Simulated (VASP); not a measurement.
# CoSi2 (I4/mmm) in VASP: notebook

CoSi2 is run at these levels: PBE; tasks: single point.

All numbers are computed with VASP 6.6.1; they aren't measurements. Logs are shortened: lines on timing, memory, paths and dates and some standing lists are left out, and cuts for length are marked.

### Step 1. The cell of the first run

It takes space group I4/mmm (No. 139, tetragonal). Conventional cell: a = 3.904 Å, b = 3.904 Å, c = 5.187 Å, α = 90.00°, β = 90.00°, γ = 90.00°. Co (site symmetry 4/mmm) has 8 Si at 2.34 Å within 3.1 Å. Si (site symmetry -4m2) has 4 Co at 2.34 Å and 6 Si at 2.59 to 2.76 Å within 3.1 Å.

### Step 2. Single point, PBE (biaxial strain in the a-b plane: +3.0 %, then relaxed in part)

The input, INCAR:

```
SYSTEM = CoSi2
PREC = Accurate
ENCUT = 520
EDIFF = 1E-6
ISMEAR = 0
SIGMA = 0.1
LREAL = .FALSE.
LASPH = .TRUE.
NELM = 80
ALGO = Normal
ISIF = 2
LWAVE = .FALSE.
LCHARG = .FALSE.
GGA = PE
NBANDS = 26
```

The input, KPOINTS:

```
regular mesh
0
G
  10 10 8
  0 0 0
```

The input, POSCAR:

```
CoSi2
1.0
    2.7603372301      2.7603372301      0.0000000000
   -2.7603372301      2.7603372301      0.0000000000
    0.0000000000      0.0000000000      5.1865421380
Co Si
2 4
Direct
    0.0000000000      0.0000000000      0.0000000000
    0.5000000000      0.5000000000      0.5000000000
    0.0000000000      0.5000000000      0.7500000000
    0.5000000000      0.0000000000      0.7500000000
    0.5000000000      0.0000000000      0.2500000000
    0.0000000000      0.5000000000      0.2500000000
```

Potentials or basis: VASP PAW PBE potentials, release 64 (Co, Si).

Launch:

```console
cat potpaw_PBE.64/Co/POTCAR potpaw_PBE.64/Si/POTCAR > POTCAR
mpirun -np 1 vasp_std > vasp.out
```

OUTCAR:

```text
SYSTEM = CoSi2
   PREC = Accurate
   ENCUT = 520
   EDIFF = 1E-6
   ISMEAR = 0
   LREAL = .FALSE.
   LASPH = .TRUE.
   NELM = 80
   ISIF = 2
   GGA = PE

 ion  position               nearest neighbor table
   1  0.000  0.000  0.000-   3 2.34   4 2.34   5 2.34   6 2.34   3 2.34   6 2.34   4 2.34   5 2.34

   2  0.500  0.500  0.500-   3 2.34   4 2.34   5 2.34   6 2.34   4 2.34   5 2.34   3 2.34   6 2.34

   3  0.000  0.500  0.750-   1 2.34   2 2.34   1 2.34   2 2.34   6 2.59   6 2.59   4 2.76   4 2.76
                             4 2.76   4 2.76
   4  0.500  0.000  0.750-   1 2.34   2 2.34   2 2.34   1 2.34   5 2.59   5 2.59   3 2.76   3 2.76
                             3 2.76   3 2.76
   5  0.500  0.000  0.250-   1 2.34   2 2.34   2 2.34   1 2.34   4 2.59   4 2.59   6 2.76   6 2.76
                             6 2.76   6 2.76
   6  0.000  0.500  0.250-   1 2.34   2 2.34   1 2.34   2 2.34   3 2.59   3 2.59   5 2.76   5 2.76
                             5 2.76   5 2.76

  LATTYP: Found a simple tetragonal cell.
 ALAT       =     3.9037063475
 C/A-ratio  =     1.3286199515

  Lattice vectors:

 A1 = (   2.7603372301,   2.7603372301,   0.0000000000)
 A2 = (  -2.7603372301,   2.7603372301,   0.0000000000)
 A3 = (   0.0000000000,   0.0000000000,   5.1865421380)

Analysis of symmetry for initial positions (statically):
=====================================================================
 Subroutine PRICEL returns following result:

  LATTYP: Found a body centered tetragonal cell.
 ALAT       =     3.9037063475
 C/A-ratio  =     1.3286199515

  Lattice vectors:

 A1 = (   0.0000000000,  -2.7603372301,  -2.5932710690)
 A2 = (   0.0000000000,   2.7603372301,  -2.5932710690)
 A3 = (   2.7603372301,   0.0000000000,   2.5932710690)

   2 primitive cells build up your supercell.

 Routine SETGRP: Setting up the symmetry group for a
 simple tetragonal supercell.

 Subroutine GETGRP returns: Found 16 space group operations
 (whereof 16 operations were pure point group operations)
 out of a pool of 16 trial point group operations.

The static configuration has the point symmetry D_4h.

Analysis of symmetry for dynamics (positions and initial velocities):
=====================================================================
 Subroutine PRICEL returns following result:

  LATTYP: Found a body centered tetragonal cell.
 ALAT       =     3.9037063475
 C/A-ratio  =     1.3286199515

  Lattice vectors:

[... 111 lines left out ...]
   LSORBIT =      F    spin-orbit coupling
   LASPH  =      T    aspherical Exc in radial PAW
   ENCUT  =  520.0 eV  38.22 Ry    6.18 a.u.   7.26  7.26  9.64*2*pi/ulx,y,z
   NELM   =     80;   NELMIN=  2; NELMDL= -5     # of ELM steps
   EDIFF  = 0.1E-05   stopping-criterion for ELM
   LREAL  =      F    real-space projection
   EDIFFG = 0.1E-04   stopping-criterion for IOM
   NSW    =      0    number of steps for IOM
   IBRION =     -1    ionic relax: 0-MD 1-quasi-New 2-CG
   NFREE  =      0    steps in history (QN), initial steepest desc. (CG)
   ISIF   =      2    stress and relaxation
   ISYM   =      2    0-nonsym 1-usesym 2-fastsym
   POTIM  = 0.5000    time-step for ionic-motion
   TEBEG  =    0.0;   TEEND  =   0.0 temperature during run
   PSTRESS=    0.0 pullay stress
   NELECT =      34.0000    total number of electrons
   NUPDOWN=      -1.0000    fix difference up-down
   EMIN   =  10.00;   EMAX   =-10.00  energy-range for DOS
   EFERMI =   0.00;   METHOD = LEGACY
   ISMEAR =     0;   SIGMA  =   0.10  broadening in eV -4-tet -1-fermi 0-gaus
   EFERMI_NEDOS =   21; number of points for ismear=-14 and -15
   IALGO  =     38    algorithm
   IMIX   =      4    mixing-type and parameters
     AMIX     =   0.40;   BMIX     =  1.00
     AMIX_MAG =   1.60;   BMIX_MAG =  1.00
  volume/ion in A,a.u.               =      13.17        88.90
  Fermi-wavevector in a.u.,A,eV,Ry     =   1.235825  2.335371 20.779690  1.527264
  Thomas-Fermi vector in A             =   2.370459
   LORBIT       =      0    0 simple, 1 ext, 2 COOP (PROOUT), +10 PAW based schemes
   GGA     = PE    functional components
   LHFCALC =     F    Hartree Fock is set to
   AEXX    =    0.0000 exact exchange contribution
   IVDW    =     0    specifies the selected vdW correction
   LEPSILON=     F    determine dielectric tensor
   LRPA    =     F    only Hartree local field effects (RPA)
 non-spin polarized calculation
 Gauss-broadening in eV      SIGMA  =   0.10
  energy-cutoff  :      520.00
  volume of cell :       79.04
 maximum number of plane-waves:      2158
 NGX is ok and might be reduce to    30
   NGX = 15   NGY = 15   NGZ = 19

 number of electron      34.0000001 magnetization

 Free energy of the ion-electron system (eV)
  ---------------------------------------------------
  ext. energy  EPLUGINS =         0.00000000
  ---------------------------------------------------
  free energy    TOTEN  =       -38.50392077 eV

  energy without entropy =      -38.49225969  energy(sigma->0) =      -38.49809023

 E-fermi :   9.6828     XC(G=0): -11.6171

 val. band max:        9.6683187106   @ k =   0.2000   0.1000   0.3750
 cond. band min:       9.6890825783   @ k =   0.2000   0.0000   0.1250
 fundamental gap:      0.0207638677
 Fermi energy:         9.6828430950

 k-point     1 :       0.0000    0.0000    0.0000
  band No.  band energies     occupation
      1      -3.2097      2.00000
      2       1.3871      2.00000
      3       2.7166      2.00000
      4       2.8345      2.00000
      5       5.5643      2.00000
      6       5.8801      2.00000
[... 685 lines left out ...]
     25      15.0928      0.00000
     26      15.8765      0.00000

 [... further k-points ...]
[... 5 lines left out ...]
  --------------------------------------------------------------------------------------
  -------------------------------------------------------------------------------------
  Total       -3.1362283     -3.1362283     -0.0676994      0.0000000      0.0000000      0.0000000
  in kB      -63.5749550    -63.5749550     -1.3723447      0.0000000      0.0000000      0.0000000
  external PRESSURE =     -42.8407515 kB  Pullay stress =       0.0000000 kB

 VOLUME and BASIS-vectors are now :
 -----------------------------------------------------------------------------
  energy-cutoff  :      520.00
  volume of cell :       79.04
      direct lattice vectors                 reciprocal lattice vectors
     2.760337230  2.760337230  0.000000000     0.181137288  0.181137288  0.000000000
    -2.760337230  2.760337230  0.000000000    -0.181137288  0.181137288  0.000000000
     0.000000000  0.000000000  5.186542138     0.000000000  0.000000000  0.192806686

 POSITION                                       TOTAL-FORCE (eV/Angst)
 -----------------------------------------------------------------------------------
      0.00000      0.00000      0.00000         0.000000     -0.000000      0.000000
      0.00000      2.76034      2.59327         0.000000      0.000000     -0.000000
     -1.38017      1.38017      3.88991        -0.000000     -0.000000      0.000000
      1.38017      1.38017      3.88991         0.000000     -0.000000      0.000000
      1.38017      1.38017      1.29664        -0.000000     -0.000000     -0.000000
     -1.38017      1.38017      1.29664        -0.000000      0.000000      0.000000
 -----------------------------------------------------------------------------------
    total drift:                               -0.000000      0.000000      0.000000

  FREE ENERGIE OF THE ION-ELECTRON SYSTEM (eV)
  ---------------------------------------------------
  free  energy   TOTEN  =       -38.5039207701 eV

  energy  without entropy=      -38.4922596942  energy(sigma->0) =      -38.49809023
```

OSZICAR:

```text
N       E                     dE             d eps       ncg     rms          rms(c)
DAV:   1     0.187377036223E+03    0.18738E+03   -0.13932E+04  5468   0.131E+03
DAV:   2    -0.274894375694E+02   -0.21487E+03   -0.20141E+03  5470   0.285E+02
DAV:   3    -0.409567368463E+02   -0.13467E+02   -0.12843E+02  7048   0.824E+01
DAV:   4    -0.413761702495E+02   -0.41943E+00   -0.41669E+00  6840   0.139E+01
DAV:   5    -0.413923696394E+02   -0.16199E-01   -0.16183E-01  7678   0.274E+00    0.200E+01
DAV:   6    -0.496830194611E+02   -0.82906E+01   -0.61537E+01  6754   0.130E+02    0.272E+01
DAV:   7    -0.383787831862E+02    0.11304E+02   -0.27770E+01  6614   0.105E+02    0.521E+00
DAV:   8    -0.386299001157E+02   -0.25112E+00   -0.39319E+00  7092   0.114E+01    0.362E+00
DAV:   9    -0.385057760509E+02    0.12412E+00   -0.35165E-01  6684   0.937E+00    0.884E-01
DAV:  10    -0.385046391999E+02    0.11369E-02   -0.23698E-02  8094   0.158E+00    0.368E-01
DAV:  11    -0.385038724892E+02    0.76671E-03   -0.44160E-03  7258   0.103E+00    0.933E-02
DAV:  12    -0.385039272568E+02   -0.54768E-04   -0.41392E-04  6734   0.265E-01    0.467E-02
DAV:  13    -0.385039194827E+02    0.77741E-05   -0.51104E-05  8214   0.939E-02    0.147E-02
DAV:  14    -0.385039205523E+02   -0.10696E-05   -0.28426E-06  5712   0.107E-02    0.719E-03
DAV:  15    -0.385039207701E+02   -0.21776E-06   -0.80781E-07  3286   0.152E-02
   1 F= -.38503921E+02 E0= -.38498090E+02  d E =-.116611E-01
```

Wall time 4.4 min (1 thread of Intel Xeon Platinum 8259CL at 2.50GHz (Skylake/Cascade Lake), shared host); peak memory 0.3 GiB.

What came out:

- Free energy: -38.5039 eV
- Pressure: -4.3 GPa
- Band gap on the k mesh: zero (band 17 reaches 11.06 eV, above the bottom of band 18 at 8.48 eV)

Caveat: the cell differs from its parent crystal (biaxial strain in the a-b plane: +3.0 %, then relaxed in part).

### Step 3. Single point, PBE (biaxial strain in the a-b plane: +3.0 %)

Edit INCAR of step 2 so:

```diff
@@ -12,4 +12,6 @@
 LWAVE = .FALSE.
-LCHARG = .FALSE.
+LCHARG = .TRUE.
 GGA = PE
+LELF = .TRUE.
+LVHAR = .TRUE.
 NBANDS = 26
```

The input, KPOINTS:

```
Automatic mesh
0
G
  10 10 8
  0 0 0
```

Edit POSCAR of step 2 so:

```diff
@@ -4,3 +4,3 @@
    -2.7603372301      2.7603372301      0.0000000000
-    0.0000000000      0.0000000000      5.1865421380
+    0.0000000000      0.0000000000      5.2634003106
 Co Si
```

Potentials or basis: VASP PAW PBE potentials, release 64 (Co, Si).

Launch:

```console
cat potpaw_PBE.64/Co/POTCAR potpaw_PBE.64/Si/POTCAR > POTCAR
mpirun -np 1 vasp_std > vasp.out
```

OUTCAR:

```text
SYSTEM = CoSi2
   PREC = Accurate
   ENCUT = 520
   EDIFF = 1E-6
   ISMEAR = 0
   LREAL = .FALSE.
   LASPH = .TRUE.
   NELM = 80
   ISIF = 2
   GGA = PE

 ion  position               nearest neighbor table
   1  0.000  0.000  0.000-   3 2.35   4 2.35   5 2.35   6 2.35   3 2.35   6 2.35   4 2.35   5 2.35

   2  0.500  0.500  0.500-   3 2.35   4 2.35   5 2.35   6 2.35   4 2.35   5 2.35   3 2.35   6 2.35

   3  0.000  0.500  0.750-   1 2.35   2 2.35   1 2.35   2 2.35   6 2.63   6 2.63   4 2.76   4 2.76
                             4 2.76   4 2.76
   4  0.500  0.000  0.750-   1 2.35   2 2.35   2 2.35   1 2.35   5 2.63   5 2.63   3 2.76   3 2.76
                             3 2.76   3 2.76
   5  0.500  0.000  0.250-   1 2.35   2 2.35   2 2.35   1 2.35   4 2.63   4 2.63   6 2.76   6 2.76
                             6 2.76   6 2.76
   6  0.000  0.500  0.250-   1 2.35   2 2.35   1 2.35   2 2.35   3 2.63   3 2.63   5 2.76   5 2.76
                             5 2.76   5 2.76

  LATTYP: Found a simple tetragonal cell.
 ALAT       =     3.9037063475
 C/A-ratio  =     1.3483084643

  Lattice vectors:

 A1 = (   2.7603372301,   2.7603372301,   0.0000000000)
 A2 = (  -2.7603372301,   2.7603372301,   0.0000000000)
[... 197 lines left out ...]
  free energy    TOTEN  =       -38.48964586 eV

  energy without entropy =      -38.47818289  energy(sigma->0) =      -38.48391438

 E-fermi :   9.4933     XC(G=0): -11.5496

 val. band max:        9.4618130467   @ k =   0.3000   0.2000   0.0000
 cond. band min:       9.4975236479   @ k =   0.2000   0.1000   0.1250
 fundamental gap:      0.0357106012
 Fermi energy:         9.4933407937

 k-point     1 :       0.0000    0.0000    0.0000
  band No.  band energies     occupation
      1      -3.2835      2.00000
      2       1.0926      2.00000
      3       2.6068      2.00000
      4       2.8055      2.00000
      5       5.4807      2.00000
      6       5.7211      2.00000
[... 685 lines left out ...]
     25      14.8800      0.00000
     26      15.6172      0.00000

 [... further k-points ...]
[... 5 lines left out ...]
  --------------------------------------------------------------------------------------
  -------------------------------------------------------------------------------------
  Total       -4.0701720     -4.0701720     -1.8629036      0.0000000      0.0000000     -0.0000000
  in kB      -81.3022687    -81.3022687    -37.2117661      0.0000000      0.0000000     -0.0000000
  external PRESSURE =     -66.6054345 kB  Pullay stress =       0.0000000 kB

 VOLUME and BASIS-vectors are now :
 -----------------------------------------------------------------------------
  energy-cutoff  :      520.00
  volume of cell :       80.21
      direct lattice vectors                 reciprocal lattice vectors
     2.760337230  2.760337230  0.000000000     0.181137288  0.181137288  0.000000000
    -2.760337230  2.760337230  0.000000000    -0.181137288  0.181137288  0.000000000
     0.000000000  0.000000000  5.263400311     0.000000000  0.000000000  0.189991249

 POSITION                                       TOTAL-FORCE (eV/Angst)
 -----------------------------------------------------------------------------------
      0.00000      0.00000      0.00000        -0.000000      0.000000     -0.000000
      0.00000      2.76034      2.63170         0.000000      0.000000     -0.000000
     -1.38017      1.38017      3.94755        -0.000000     -0.000000      0.000000
      1.38017      1.38017      3.94755         0.000000      0.000000     -0.000000
      1.38017      1.38017      1.31585        -0.000000     -0.000000     -0.000000
     -1.38017      1.38017      1.31585         0.000000      0.000000      0.000000
 -----------------------------------------------------------------------------------
    total drift:                               -0.000000      0.000000      0.000000

  FREE ENERGIE OF THE ION-ELECTRON SYSTEM (eV)
  ---------------------------------------------------
  free  energy   TOTEN  =       -38.4896458621 eV

  energy  without entropy=      -38.4781828921  energy(sigma->0) =      -38.48391438
```

OSZICAR:

```text
N       E                     dE             d eps       ncg     rms          rms(c)
DAV:   1     0.187439833513E+03    0.18744E+03   -0.13921E+04  5460   0.130E+03
DAV:   2    -0.275885567692E+02   -0.21503E+03   -0.20162E+03  5488   0.285E+02
DAV:   3    -0.409294053925E+02   -0.13341E+02   -0.12754E+02  6860   0.822E+01
DAV:   4    -0.413517095006E+02   -0.42230E+00   -0.41933E+00  6890   0.139E+01
DAV:   5    -0.413680294096E+02   -0.16320E-01   -0.16306E-01  7542   0.275E+00    0.197E+01
DAV:   6    -0.499455326260E+02   -0.85775E+01   -0.62677E+01  6760   0.130E+02    0.277E+01
DAV:   7    -0.383630845891E+02    0.11582E+02   -0.27921E+01  6630   0.105E+02    0.509E+00
DAV:   8    -0.386157575994E+02   -0.25267E+00   -0.40162E+00  7364   0.118E+01    0.362E+00
DAV:   9    -0.384916171597E+02    0.12414E+00   -0.36067E-01  6500   0.941E+00    0.875E-01
DAV:  10    -0.384901979793E+02    0.14192E-02   -0.22610E-02  8190   0.153E+00    0.330E-01
DAV:  11    -0.384895853854E+02    0.61259E-03   -0.39989E-03  7410   0.954E-01    0.923E-02
DAV:  12    -0.384896556007E+02   -0.70215E-04   -0.41159E-04  6574   0.259E-01    0.570E-02
DAV:  13    -0.384896440021E+02    0.11599E-04   -0.62687E-05  7818   0.113E-01    0.107E-02
DAV:  14    -0.384896454604E+02   -0.14583E-05   -0.31940E-06  5874   0.139E-02    0.733E-03
DAV:  15    -0.384896458621E+02   -0.40164E-06   -0.55548E-07  3282   0.131E-02
   1 F= -.38489646E+02 E0= -.38483914E+02  d E =-.114630E-01
```

Run time: 3.6 min. Hardware: 1 thread of Intel Xeon Platinum 8259CL at 2.50GHz (Skylake/Cascade Lake), shared host; peak memory 0.3 GiB.

What came out:

```
Free energy            : -38.4896 eV
Pressure               : -6.7 GPa
Band gap on the k mesh : zero (band 17 reaches 10.94 eV, above the bottom of band 18 at 8.31 eV)
```

Levels at points of the mesh, in eV from the Fermi level:
```csv
k point,band 14,band 15,band 16,band 17,band 18,band 19,band 20,band 21
"(0.00, 0.00, 0.00)",-1.64,-1.25,0.39,1.23,2.77,2.86,3.27,3.27
"(0.50, 0.00, 0.00)",-1.39,-0.85,-0.85,0.16,0.16,2.14,2.14,4.23
"(0.50, 0.50, 0.00)",-1.82,-1.71,-1.71,-1.18,-1.18,1.53,1.53,3.02
"(0.00, 0.00, 0.50)",-0.30,-0.30,-0.30,0.14,0.14,1.07,1.07,3.25
"(0.50, 0.00, 0.50)",-1.47,-0.59,-0.59,-0.30,-0.30,2.64,2.64,3.21
"(0.50, 0.50, 0.50)",-1.96,-1.37,-1.37,-0.54,-0.54,3.69,3.69,3.69
```

Caveat: the cell differs from its parent crystal (biaxial strain in the a-b plane: +3.0 %). Spin polarisation is off, so any magnetic state and its effect on volume and gap are missing.

(Part 1 of 2 ends here.)
